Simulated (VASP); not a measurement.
# NiO (Fm-3m) in VASP: single point with PBEsol

Aim: the single point of NiO with PBEsol.

Everything below comes from runs of VASP 6.6.1. Logs are shortened: lines on timing, memory, paths and dates and some standing lists are left out, and cuts for length are marked.

### 1 The cell of the first run

It takes space group Fm-3m (No. 225, cubic). Conventional cell: a = 4.078 Å, b = 4.078 Å, c = 4.078 Å, α = 90.00°, β = 90.00°, γ = 90.00°. Within 2.7 Å of Ni (site symmetry m-3m) lie 6 O at 2.04 Å. Within 2.7 Å of O (site symmetry m-3m) lie 6 Ni at 2.04 Å.

### 2 Single point, PBEsol, collinear spin, ferromagnetic start

File INCAR:

```
PREC = Accurate
ENCUT = 520
EDIFF = 1E-6
ISMEAR = 0
SIGMA = 0.1
LREAL = False
LASPH = True
NELM = 150
ALGO = Normal
ISIF = 2
LWAVE = False
LCHARG = True
ISPIN = 2
MAGMOM = 2 0
LORBIT = 11
LMAXMIX = 4
GGA = PS
LELF = True
LVHAR = True
NBANDS = 19
```

File KPOINTS:

```
regular mesh
0
Gamma
  8 8 8
```

File POSCAR:

```
NiO
1.0
    0.0000000000      2.0388855821      2.0388855821
    2.0388855821      0.0000000000      2.0388855821
    2.0388855821      2.0388855821      0.0000000000
Ni O
1 1
Direct
    0.0000000000      0.0000000000      0.0000000000
    0.5000000000      0.5000000000      0.5000000000
```

Potentials or basis: VASP PAW PBE potentials, release 64 (Ni, O).

Command:

```bash
> cat potpaw_PBE.64/Ni/POTCAR potpaw_PBE.64/O/POTCAR > POTCAR
> mpirun -np 1 vasp_std > vasp.out
```

OUTCAR:

```text
PREC = Accurate
   ENCUT = 520
   EDIFF = 1E-6
   ISMEAR = 0
   LREAL = False
   LASPH = True
   NELM = 150
   ISIF = 2
   ISPIN = 2
   LORBIT = 11
   GGA = PS

 ion  position               nearest neighbor table
   1  0.000  0.000  0.000-   2 2.04   2 2.04   2 2.04   2 2.04   2 2.04   2 2.04
   2  0.500  0.500  0.500-   1 2.04   1 2.04   1 2.04   1 2.04   1 2.04   1 2.04

  LATTYP: Found a face centered cubic cell.
 ALAT       =     4.0777711642

  Lattice vectors:

 A1 = (   0.0000000000,   2.0388855821,   2.0388855821)
 A2 = (   2.0388855821,   0.0000000000,   2.0388855821)
 A3 = (   2.0388855821,   2.0388855821,   0.0000000000)

Analysis of symmetry for initial positions (statically):
=====================================================================
 Subroutine PRICEL returns:
 Original cell was already a primitive cell.

 Routine SETGRP: Setting up the symmetry group for a
 face centered cubic supercell.

 Subroutine GETGRP returns: Found 48 space group operations
 (whereof 48 operations were pure point group operations)
 out of a pool of 48 trial point group operations.

The static configuration has the point symmetry O_h .

Analysis of symmetry for dynamics (positions and initial velocities):
=====================================================================
 Subroutine PRICEL returns:
 Original cell was already a primitive cell.

 Routine SETGRP: Setting up the symmetry group for a
 face centered cubic supercell.

 Subroutine GETGRP returns: Found 48 space group operations
 (whereof 48 operations were pure point group operations)
 out of a pool of 48 trial point group operations.

The dynamic configuration has the point symmetry O_h .

Analysis of structural, dynamic, and magnetic symmetry:
=====================================================================
 Subroutine PRICEL returns:
 Original cell was already a primitive cell.

 Routine SETGRP: Setting up the symmetry group for a
 face centered cubic supercell.

 Subroutine GETGRP returns: Found 48 space group operations
 (whereof 48 operations were pure point group operations)
 out of a pool of 48 trial point group operations.

The overall configuration has the point symmetry O_h .

 Subroutine INISYM returns: Found 48 space group operations
 (whereof 48 operations are pure point group operations),
 and found     1 'primitive' translations

----------------------------------------------------------------------------------------

                                     Primitive cell

  volume of cell :      16.9515

  direct lattice vectors                    reciprocal lattice vectors
     0.000000000  2.038885582  2.038885582    -0.245232005  0.245232005  0.245232005
     2.038885582  0.000000000  2.038885582     0.245232005 -0.245232005  0.245232005
     2.038885582  2.038885582  0.000000000     0.245232005  0.245232005 -0.245232005

  length of vectors
     2.883419642  2.883419642  2.883419642     0.424754293  0.424754293  0.424754293

  position of ions in fractional coordinates (direct lattice)
     0.000000000  0.000000000  0.000000000
     0.500000000  0.500000000  0.500000000

  ion indices of the primitive-cell ions
   primitive index   ion index
                 1           1
                 2           2

----------------------------------------------------------------------------------------

 KPOINTS: regular mesh

Automatic generation of k-mesh.
 Grid dimensions read from file:
 generate k-points for:    8    8    8

 Generating k-lattice:

  Cartesian coordinates                     Fractional coordinates (reciprocal lattice)
    -0.030654001  0.030654001  0.030654001     0.125000000  0.000000000  0.000000000
     0.030654001 -0.030654001  0.030654001     0.000000000  0.125000000  0.000000000
     0.030654001  0.030654001 -0.030654001     0.000000000  0.000000000  0.125000000

  Length of vectors
     0.053094287  0.053094287  0.053094287

  Shift w.r.t. Gamma in fractional coordinates (k-lattice)
     0.000000000  0.000000000  0.000000000

 Subroutine IBZKPT returns following result:
 ===========================================

 Found     29 irreducible k-points:

 Following reciprocal coordinates:
            Coordinates               Weight
  0.000000  0.000000  0.000000      1.000000
  0.125000  0.000000  0.000000      8.000000
  0.250000  0.000000  0.000000      8.000000
  0.375000  0.000000  0.000000      8.000000
  0.500000  0.000000  0.000000      4.000000
  0.125000  0.125000  0.000000      6.000000
[... 16 lines left out ...]
  0.500000  0.250000  0.125000     48.000000
 -0.375000  0.250000  0.125000     24.000000
 [... further k-points ...]
   k-points           NKPTS =     29   k-points in BZ     NKDIM =     29   number of bands    NBANDS=     19
   number of dos      NEDOS =    301   number of ions     NIONS =      2
   total plane-waves  NPLWV =  13824
   dimension x,y,z NGX =    24 NGY =   24 NGZ =   24
   dimension x,y,z NGXF=    48 NGYF=   48 NGZF=   48
   ions per type =               1   1
   NGX,Y,Z   is equivalent  to a cutoff of  13.84, 13.84, 13.84 a.u.
   NGXF,Y,Z  is equivalent  to a cutoff of  27.67, 27.67, 27.67 a.u.
 SYSTEM =  unknown system
   PREC   = accura    normal or accurate (medium, high low for compatibility)
   ISTART =      0    job   : 0-new  1-cont  2-samecut
   ICHARG =      2    charge: 1-file 2-atom 10-const
   ISPIN  =      2    spin polarized calculation?
   LNONCOLLINEAR =      F non collinear calculations
   LSORBIT =      F    spin-orbit coupling
   LASPH  =      T    aspherical Exc in radial PAW
   ENCUT  =  520.0 eV  38.22 Ry    6.18 a.u.   5.36  5.36  5.36*2*pi/ulx,y,z
   NELM   =    150;   NELMIN=  2; NELMDL= -5     # of ELM steps
   EDIFF  = 0.1E-05   stopping-criterion for ELM
   LREAL  =      F    real-space projection
   EDIFFG = 0.1E-04   stopping-criterion for IOM
   NSW    =      0    number of steps for IOM
   IBRION =     -1    ionic relax: 0-MD 1-quasi-New 2-CG
   NFREE  =      0    steps in history (QN), initial steepest desc. (CG)
   ISIF   =      2    stress and relaxation
   ISYM   =      2    0-nonsym 1-usesym 2-fastsym
   POTIM  = 0.5000    time-step for ionic-motion
   TEBEG  =    0.0;   TEEND  =   0.0 temperature during run
   PSTRESS=    0.0 pullay stress
   NELECT =      16.0000    total number of electrons
   NUPDOWN=      -1.0000    fix difference up-down
   EMIN   =  10.00;   EMAX   =-10.00  energy-range for DOS
   EFERMI =   0.00;   METHOD = LEGACY
   ISMEAR =     0;   SIGMA  =   0.10  broadening in eV -4-tet -1-fermi 0-gaus
   EFERMI_NEDOS =   21; number of points for ismear=-14 and -15
   IALGO  =     38    algorithm
   IMIX   =      4    mixing-type and parameters
     AMIX     =   0.40;   BMIX     =  1.00
     AMIX_MAG =   1.60;   BMIX_MAG =  1.00
  volume/ion in A,a.u.               =       8.48        57.20
  Fermi-wavevector in a.u.,A,eV,Ry     =   1.605876  3.034665 35.087212  2.578837
  Thomas-Fermi vector in A             =   2.702153
   LORBIT       =     11    0 simple, 1 ext, 2 COOP (PROOUT), +10 PAW based schemes
   GGA     = PS    functional components
   LHFCALC =     F    Hartree Fock is set to
   AEXX    =    0.0000 exact exchange contribution
   IVDW    =     0    specifies the selected vdW correction
   LEPSILON=     F    determine dielectric tensor
   LRPA    =     F    only Hartree local field effects (RPA)
 spin polarized calculation
 Gauss-broadening in eV      SIGMA  =   0.10
  energy-cutoff  :      520.00
  volume of cell :       16.95
 maximum number of plane-waves:       469
 NGX is ok and might be reduce to    24
   NGX = 11   NGY = 11   NGZ = 11

 number of electron      15.9999997 magnetization       0.7606125

 Free energy of the ion-electron system (eV)
  ---------------------------------------------------
  ext. energy  EPLUGINS =         0.00000000
  ---------------------------------------------------
  free energy    TOTEN  =       -12.40476467 eV

  energy without entropy =      -12.39675511  energy(sigma->0) =      -12.40075989

 E-fermi :   8.8445     XC(G=0): -13.3712

 val. band max:        8.8001834257   @ k =  -0.3750   0.3750   0.0000
 cond. band min:       8.8461253898   @ k =   0.5000   0.3750   0.0000
 fundamental gap:      0.0459419641
 Fermi energy:         8.8444951654

 spin component 1

 k-point     1 :       0.0000    0.0000    0.0000
  band No.  band energies     occupation
      1     -12.3219      1.00000
      2       5.3641      1.00000
      3       5.3641      1.00000
      4       5.3641      1.00000
      5       6.4822      1.00000
      6       6.4822      1.00000
[... 11 lines left out ...]
     18      35.6970      0.00000
     19      35.6971      0.00000

 k-point     2 :       0.1250    0.0000    0.0000
  band No.  band energies     occupation
      1     -12.1226      1.00000
      2       4.0895      1.00000
      3       4.5211      1.00000
      4       4.5211      1.00000
      5       6.6077      1.00000
      6       6.6077      1.00000
[... 476 lines left out ...]
 k-point    24 :      -0.3750    0.2500    0.1250
  band No.  band energies     occupation
      1     -10.6272      1.00000
      2       0.5994      1.00000
      3       2.3320      1.00000
      4       2.7602      1.00000
      5       7.1537      1.00000
      6       7.3688      1.00000
[... 11 lines left out ...]
     18      40.5442      0.00000
     19      41.3259      0.00000

 [... further k-points ...]

 spin component 2

 k-point     1 :       0.0000    0.0000    0.0000
  band No.  band energies     occupation
      1     -12.1529      1.00000
      2       5.5634      1.00000
      3       5.5634      1.00000
      4       5.5634      1.00000
      5       6.8816      1.00000
      6       6.8816      1.00000
[... 11 lines left out ...]
     18      35.9639      0.00000
     19      35.9639      0.00000

 k-point     2 :       0.1250    0.0000    0.0000
  band No.  band energies     occupation
      1     -11.9518      1.00000
      2       4.2917      1.00000
      3       4.8793      1.00000
      4       4.8793      1.00000
      5       7.0570      1.00000
      6       7.0570      1.00000
[... 476 lines left out ...]
 k-point    24 :      -0.3750    0.2500    0.1250
  band No.  band energies     occupation
      1     -10.4341      1.00000
      2       0.7620      1.00000
      3       2.6126      1.00000
      4       3.1440      1.00000
      5       7.6695      1.00000
      6       7.8059      1.00000
[... 11 lines left out ...]
     18      40.7368      0.00000
     19      41.5226      0.00000

 [... further k-points ...]
[... 5 lines left out ...]
  --------------------------------------------------------------------------------------
  -------------------------------------------------------------------------------------
  Total        0.4409170      0.4409170      0.4409170      0.0000000     -0.0000000     -0.0000000
  in kB       41.6733955     41.6733955     41.6733955      0.0000000     -0.0000000     -0.0000000
  external PRESSURE =      41.6733955 kB  Pullay stress =       0.0000000 kB

 VOLUME and BASIS-vectors are now :
 -----------------------------------------------------------------------------
  energy-cutoff  :      520.00
  volume of cell :       16.95
      direct lattice vectors                 reciprocal lattice vectors
     0.000000000  2.038885582  2.038885582    -0.245232005  0.245232005  0.245232005
     2.038885582  0.000000000  2.038885582     0.245232005 -0.245232005  0.245232005
     2.038885582  2.038885582  0.000000000     0.245232005  0.245232005 -0.245232005

 POSITION                                       TOTAL-FORCE (eV/Angst)
 -----------------------------------------------------------------------------------
      0.00000      0.00000      0.00000        -0.000000     -0.000000     -0.000000
      2.03889      2.03889      2.03889         0.000000      0.000000      0.000000
 -----------------------------------------------------------------------------------
    total drift:                                0.000000     -0.000000     -0.000000

  FREE ENERGIE OF THE ION-ELECTRON SYSTEM (eV)
  ---------------------------------------------------
  free  energy   TOTEN  =       -12.4047646719 eV

  energy  without entropy=      -12.3967551071  energy(sigma->0) =      -12.40075989

 total charge

# of ion       s       p       d       tot
------------------------------------------
    1        0.356   0.458   8.382   9.196
    2        1.564   3.390   0.000   4.955
--------------------------------------------------
tot          1.920   3.848   8.382  14.150

 magnetization (x)

# of ion       s       p       d       tot
------------------------------------------
    1        0.008   0.009   0.625   0.642
    2        0.015   0.084   0.000   0.099
--------------------------------------------------
tot          0.023   0.093   0.625   0.741
```

It took 33 s on 1 thread of Intel Xeon 8259CL, shared host; peak memory 0.16 GiB.

What came out:

```
Free energy                                           : -12.4048 eV
Pressure                                              : 4.2 GPa
Net moment                                            : 0.76 μB per cell
Site moments                                          : Ni +0.64; O +0.10 μB
Valence electrons inside the program's atomic spheres : Ni 9.20; O 4.96
```

Levels at points of the mesh, in eV from the Fermi level:
Spin up:
```csv
k point,band 5,band 6,band 7,band 8,band 9,band 10,band 11,band 12,band 13,band 14
"(0.00, 0.00, 0.00)",-2.36,-2.36,-2.36,-2.36,-2.36,1.87,17.80,19.40,19.40,19.40
"(0.50, 0.00, 0.00)",-1.45,-1.45,-0.98,0.97,0.97,5.58,10.58,14.39,14.39,22.21
"(0.50, 0.50, 0.00)",-3.47,-1.93,-1.23,-1.13,-1.13,6.62,10.84,12.51,17.33,17.33
```
Spin down:
```csv
k point,band 4,band 5,band 6,band 7,band 8,band 9,band 10,band 11,band 12,band 13
"(0.00, 0.00, 0.00)",-3.28,-1.96,-1.96,-1.96,-1.34,-1.34,2.03,17.79,19.53,19.53
"(0.50, 0.00, 0.00)",-5.79,-0.97,-0.97,-0.57,1.79,1.79,5.66,10.79,14.52,14.52
"(0.50, 0.50, 0.00)",-4.70,-3.13,-0.87,-0.68,-0.68,-0.18,6.82,10.99,12.66,17.50
```

Caveat: the PAW data sets were made with another functional, which shifts forces and pressure a little; a cell with one magnetic atom can't hold antiferromagnetic order, which such compounds often take; semilocal functionals often make such compounds metallic where correlation or magnetic order opens a gap, which also shifts bond lengths.
